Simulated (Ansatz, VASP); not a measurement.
# Gd: VASP beside Ansatz

```
CELL_PARAMETERS angstrom
-2.02500 2.02500 2.02500
2.02500 -2.02500 2.02500
2.02500 2.02500 -2.02500
ATOMIC_POSITIONS crystal
Gd 0.00000 0.00000 0.00000
```

Alike in both runs: functional PBEsol; k mesh 9 × 9 × 9; occupations fermi-dirac, width 0.05 eV; collinear spin.

|  | VASP | Ansatz |
| --- | --- | --- |
| version | VASP 6.6.1 | Ansatz 0.2.0 |
| potentials or method | VASP PAW PBE potentials, release 64 (Gd), cutoff 520 eV | all-electron LAPW, scalar-relativistic |
| task | single point | band structure |

VASP gave:

| Property | Result |
| --- | --- |
| gap on the k mesh at the Fermi level (eV) | none |
| pressure (GPa) | -2.3 |
| net moment per atom (μB) | 7.61 |
| size of the moment on the site where the two differ most (μB) | 7.00 |

Q: What did Ansatz give for the same quantities?

A: gap on the k mesh at the Fermi level (eV): none; pressure (GPa): -2.3; net moment per atom (μB): 7.60; size of the moment on the site where the two differ most (μB): 7.43.

VASP's potentials were made for PBE, not for PBEsol. Site moments also hang on the region over which each program counts them. A gap of «none» marks a metal or a gap that the smearing closes. Ansatz ran all-electron here, and VASP with PAW potentials.

Neither program's run includes spin-orbit coupling. Noted on Ansatz's run: the open f shell may have settled in a state that isn't the lowest.
